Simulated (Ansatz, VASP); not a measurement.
One calculation of CdI2, two programs

```xyz
3
Lattice="4.1866 0.0000 0.0000 -2.0933 3.6257 0.0000 0.0000 0.0000 6.7663" Properties=species:S:1:pos:R:3 pbc="T T T"
Cd    0.0000    0.0000    0.0000
I     0.0000    2.4172    1.6862
I     2.0933    1.2086    5.0801
```

Change from the starting cell: volume scaled by 0.96, PAW files.

Alike in both runs: task electric field gradients; functional PBEsol; k mesh 8 × 8 × 5; occupations fermi-dirac, width 0.03 eV; no spin polarisation.

```csv
,VASP,Ansatz
version,VASP 6.6.1,Ansatz 0.2.0
potentials or method,"VASP PAW PBE potentials, release 64 (Cd, I)","PAW with Ansatz's default frozen-core files, scalar-relativistic"
plane-wave cutoff (eV),400,420
valence electrons in the cell,26,54
```

Ansatz gave:

```
gap on the k mesh at the Fermi level (eV)                     : 2.33
pressure (GPa)                                                : 1.1
traceless stress, the component that is largest in VASP (GPa) : 0.09
rms of the force components (eV/Å)                            : 0.067
size of Vzz on the site where it differs most (V/Å²)          : 57.9
```

Task: Estimate VASP's values.

Result: gap on the k mesh at the Fermi level (eV): 2.32; pressure (GPa): 1.1; traceless stress, the component that is largest in VASP (GPa): 0.08; rms of the force components (eV/Å): 0.081; size of Vzz on the site where it differs most (V/Å²): 56.5.

VASP's potentials were made for PBE, not for PBEsol. Atom by atom the forces differ by 0.014 eV/Å (rms over components). VASP's potentials hold 26 valence electrons a cell and Ansatz's 54, so a difference there can come from the potentials and not from the codes.

Spin-orbit coupling is off throughout.
